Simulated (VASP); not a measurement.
# Cu (I4/mmm) in VASP: further runs, part 2 of 2

VASP 6.6.1.

### Step 4. Single point, PBEsol (strain -0.015 along x and y, +0.015 along z)

The input, INCAR:

```
SYSTEM = Cu
PREC = Accurate
ENCUT = 520
EDIFF = 1E-7
ISMEAR = 0
SIGMA = 0.15
LREAL = .False.
LASPH = .True.
NELM = 60
ALGO = Normal
ISIF = 2
LWAVE = .False.
LCHARG = .False.
GGA = PS
NBANDS = 12
```

The input, KPOINTS:

```
regular mesh
0
Gamma
  22 22 22
  0 0 0
```

The input, POSCAR:

```
Cu
1.0
    0.0000000000      1.7803875000      1.8346125000
    1.7803875000      0.0000000000      1.8346125000
    1.7803875000      1.7803875000      0.0000000000
Cu
1
Direct
    0.0000000000      0.0000000000      0.0000000000
```

Potentials or basis: VASP PAW PBE potentials, release 64 (Cu).

Started as:

```sh
cat potpaw_PBE.64/Cu/POTCAR > POTCAR
mpirun -np 1 vasp_std > vasp.out
```

OUTCAR:

```text
SYSTEM = Cu
   PREC = Accurate
   ENCUT = 520
   EDIFF = 1E-7
   ISMEAR = 0
   LREAL = .False.
   LASPH = .True.
   NELM = 60
   ISIF = 2
   GGA = PS

 ion  position               nearest neighbor table
   1  0.000  0.000  0.000-

  LATTYP: Found a body centered tetragonal cell.
 ALAT       =     2.5178481488
 C/A-ratio  =     1.4572860567

  Lattice vectors:

 A1 = (  -1.7803875000,   0.0000000000,   1.8346125000)
 A2 = (   1.7803875000,   0.0000000000,   1.8346125000)
 A3 = (   0.0000000000,   1.7803875000,  -1.8346125000)

Analysis of symmetry for initial positions (statically):
=====================================================================
 Subroutine PRICEL returns:
 Original cell was already a primitive cell.

 Routine SETGRP: Setting up the symmetry group for a
 body centered tetragonal supercell.

 Subroutine GETGRP returns: Found 16 space group operations
 (whereof 16 operations were pure point group operations)
 out of a pool of 16 trial point group operations.

The static configuration has the point symmetry D_4h.

Analysis of symmetry for dynamics (positions and initial velocities):
=====================================================================
 Subroutine PRICEL returns:
 Original cell was already a primitive cell.

 Routine SETGRP: Setting up the symmetry group for a
 body centered tetragonal supercell.

 Subroutine GETGRP returns: Found 16 space group operations
 (whereof 16 operations were pure point group operations)
 out of a pool of 16 trial point group operations.

The dynamic configuration has the point symmetry D_4h.

 Subroutine INISYM returns: Found 16 space group operations
 (whereof 16 operations are pure point group operations),
 and found     1 'primitive' translations

----------------------------------------------------------------------------------------

                                     Primitive cell

  volume of cell :      11.6306
[... 112 lines left out ...]
   GGA     = PS    functional components
   LHFCALC =     F    Hartree Fock is set to
   AEXX    =    0.0000 exact exchange contribution
   IVDW    =     0    specifies the selected vdW correction
   LEPSILON=     F    determine dielectric tensor
   LRPA    =     F    only Hartree local field effects (RPA)
 non-spin polarized calculation
 Gauss-broadening in eV      SIGMA  =   0.15
  energy-cutoff  :      520.00
  volume of cell :       11.63
 maximum number of plane-waves:       331
   NGX =  9   NGY =  9   NGZ =  9

 number of electron      11.0000013 magnetization

 Free energy of the ion-electron system (eV)
  ---------------------------------------------------
  ext. energy  EPLUGINS =         0.00000000
  ---------------------------------------------------
  free energy    TOTEN  =        -4.30677790 eV

  energy without entropy =       -4.30406211  energy(sigma->0) =       -4.30542001

 E-fermi :   7.5819     XC(G=0): -12.9974

 val. band max:        7.5776504659   @ k =   0.5000   0.3636   0.1364
 cond. band min:       7.6102577748   @ k =  -0.2727   0.2273   0.1364
 fundamental gap:      0.0326073089
 Fermi energy:         7.5819327155

 k-point     1 :       0.0000    0.0000    0.0000
  band No.  band energies     occupation
      1      -1.9151      2.00000
      2       4.4174      2.00000
      3       4.5707      2.00000
      4       4.5707      2.00000
      5       5.2909      2.00000
      6       5.4437      2.00000
      7      30.3142      0.00000
      8      32.9583      0.00000
      9      33.0795      0.00000
     10      33.0795      0.00000
     11      35.5050      0.00000
     12      35.5050      0.00000
[... 331 lines left out ...]
 k-point    24 :      -0.4545    0.0455    0.0000
  band No.  band energies     occupation
      1       2.4373      2.00000
      2       4.3955      2.00000
      3       4.5865      2.00000
      4       5.6234      2.00000
      5       5.8947      2.00000
      6       6.7726      2.00000
      7      11.6689      0.00000
      8      27.2643      0.00000
      9      29.6452      0.00000
     10      30.1378      0.00000
     11      33.5701      0.00000
     12      33.6489      0.00000

 [... further k-points ...]

------------------------ aborting loop because EDIFF is reached ----------------------------------------

  FORCE on cell =-STRESS in cart. coord.  units (eV):
  Direction    XX          YY          ZZ          XY          YZ          ZX
  --------------------------------------------------------------------------------------
  -------------------------------------------------------------------------------------
  Total       -0.2132962     -0.2132962     -0.3577015      0.0000000      0.0000000      0.0000000
  in kB      -29.3826028    -29.3826028    -49.2751521      0.0000000      0.0000000      0.0000000
  external PRESSURE =     -36.0134526 kB  Pullay stress =       0.0000000 kB

 VOLUME and BASIS-vectors are now :
 -----------------------------------------------------------------------------
  energy-cutoff  :      520.00
  volume of cell :       11.63
      direct lattice vectors                 reciprocal lattice vectors
     0.000000000  1.780387500  1.834612500    -0.280837739  0.280837739  0.272537116
     1.780387500  0.000000000  1.834612500     0.280837739 -0.280837739  0.272537116
     1.780387500  1.780387500  0.000000000     0.280837739  0.280837739 -0.272537116

 POSITION                                       TOTAL-FORCE (eV/Angst)
 -----------------------------------------------------------------------------------
      0.00000      0.00000      0.00000         0.000000      0.000000      0.000000
 -----------------------------------------------------------------------------------
    total drift:                                0.000000      0.000000      0.000000

  FREE ENERGIE OF THE ION-ELECTRON SYSTEM (eV)
  ---------------------------------------------------
  free  energy   TOTEN  =        -4.3067779037 eV

  energy  without entropy=       -4.3040621145  energy(sigma->0) =       -4.30542001
```

stdout:

```text
POSCAR found type information on POSCAR Cu
 POSCAR found :  1 types and       1 ions
 scaLAPACK will be used
 -----------------------------------------------------------------------------
|                                                                             |
|                                                                             |
|     You enforced a specific xc type in the INCAR file but a different       |
|     I HOPE YOU KNOW WHAT YOU ARE DOING!                                     |
|                                                                             |
 -----------------------------------------------------------------------------

 LDA part: xc-table for (Slater+PW92), standard interpolation
 POSCAR, INCAR and KPOINTS ok, starting setup
 FFT: planning ... GRIDC
 FFT: planning ... GRID_SOFT
 FFT: planning ... GRID
 WAVECAR not read
 entering main loop
```

Run time: 40 s. Hardware: 1 thread of Intel Xeon 6975P-C (Granite Rapids), shared host; peak memory 0.22 GiB.

Results:

```
Free energy : -4.3068 eV
Pressure    : -3.6 GPa
```

Stress tensor (GPa, compression positive):
```
-2.94  0.00  0.00
 0.00 -2.94  0.00
 0.00  0.00 -4.93
```

Levels at points of the mesh, in eV from the Fermi level:
| k point | band 3 | band 4 | band 5 | band 6 | band 7 | band 8 | band 9 | band 10 |
| --- | --- | --- | --- | --- | --- | --- | --- | --- |
| (0.00, 0.00, 0.00) | -3.01 | -3.01 | -2.29 | -2.14 | 22.73 | 25.38 | 25.50 | 25.50 |
| (0.50, 0.00, 0.00) | -3.02 | -1.66 | -1.60 | -1.07 | 3.83 | 20.82 | 22.17 | 22.77 |
| (0.50, 0.50, 0.00) | -1.64 | -1.49 | -1.49 | 1.03 | 6.69 | 13.64 | 13.64 | 18.12 |
| (0.50, 0.00, 0.50) | -1.65 | -1.53 | -1.43 | 1.67 | 7.48 | 12.90 | 12.96 | 17.53 |

Caveat: the cell differs from its parent crystal (strain -0.015 along x and y, +0.015 along z); the PAW data sets were made with another functional, which shifts forces and pressure a little.

### Step 5. Single point, PBEsol (strain -0.015 along x and y, +0.030 along z)

The input, INCAR:

```
SYSTEM = Cu
ALGO = Normal ; EDIFF = 1E-6
ENCUT = 520 ; GGA = PS
ISIF = 2 ; ISMEAR = 0
LASPH = .TRUE. ; LCHARG = .FALSE.
LREAL = .FALSE. ; LWAVE = .FALSE.
NBANDS = 12 ; NELM = 80
PREC = Accurate ; SIGMA = 0.15
```

The input, KPOINTS:

```
k-points
0
G
  22 22 22
  0 0 0
```

The input, POSCAR:

```
Cu
1.0
    0.0000000000      1.7803875000      1.8617250000
    1.7803875000      0.0000000000      1.8617250000
    1.7803875000      1.7803875000      0.0000000000
Cu
1
Direct
    0.0000000000      0.0000000000      0.0000000000
```

Started as:

```sh
cat potpaw_PBE.64/Cu/POTCAR > POTCAR
mpirun -np 1 vasp_std > vasp.out
```

Run time: 38 s. Hardware: 1 thread of Intel Xeon 6975P-C (Granite Rapids), shared host; peak memory 0.22 GiB.

It converged, with:

```yaml
Free_energy: -4.3002 eV
Pressure: -5.6 GPa
```

Stress tensor (GPa, compression positive):
```
-4.65  0.00  0.00
 0.00 -4.65  0.00
 0.00  0.00 -7.62
```

Levels at points of the mesh, in eV from the Fermi level:
| k point | band 2 | band 3 | band 4 | band 5 | band 6 | band 7 | band 8 | band 9 | band 10 | band 11 |
| --- | --- | --- | --- | --- | --- | --- | --- | --- | --- | --- |
| (0.00, 0.00, 0.00) | -3.17 | -2.94 | -2.94 | -2.30 | -2.08 | 22.64 | 25.13 | 25.29 | 25.29 | 27.68 |
| (0.50, 0.00, 0.00) | -3.16 | -2.94 | -1.66 | -1.58 | -1.02 | 3.76 | 20.32 | 22.13 | 22.79 | 24.36 |
| (0.50, 0.50, 0.00) | -4.41 | -1.62 | -1.49 | -1.49 | 0.86 | 6.34 | 13.76 | 13.76 | 18.16 | 20.93 |
| (0.50, 0.00, 0.50) | -4.42 | -1.64 | -1.55 | -1.40 | 1.79 | 7.51 | 12.67 | 12.77 | 17.29 | 19.95 |

Caveat: the cell differs from its parent crystal (strain -0.015 along x and y, +0.030 along z); the PAW data sets were made with another functional, which shifts forces and pressure a little.

### Step 6. The runs side by side

| cell | gap on the mesh (eV) | pressure (GPa) |
| --- | --- | --- |
| a = 2.614, b = 2.614, c = 2.595 Å, angles 60.2, 60.2, 59.5°, 1 atom | none | -12.6 |
| a = 2.614, b = 2.614, c = 2.633 Å, angles 59.8, 59.8, 60.5°, 1 atom | none | -14.0 |
| a = 2.556, b = 2.556, c = 2.518 Å, angles 60.5, 60.5, 59.0°, 1 atom | none | -3.6 |
| a = 2.576, b = 2.576, c = 2.518 Å, angles 60.7, 60.7, 58.5°, 1 atom | none | -5.6 |

Alike in all rows: task single point; level PBEsol; potentials or basis VASP PAW PBE potentials, release 64 (Cu); no spin polarisation; k mesh 22 × 22 × 22; cutoff (eV) 520; smearing gaussian 0.15 eV.

Caveats: the PAW data sets were made with another functional, which shifts forces and pressure a little.

Total energies depend on the potentials used, so only differences within one code and one set of settings carry meaning.
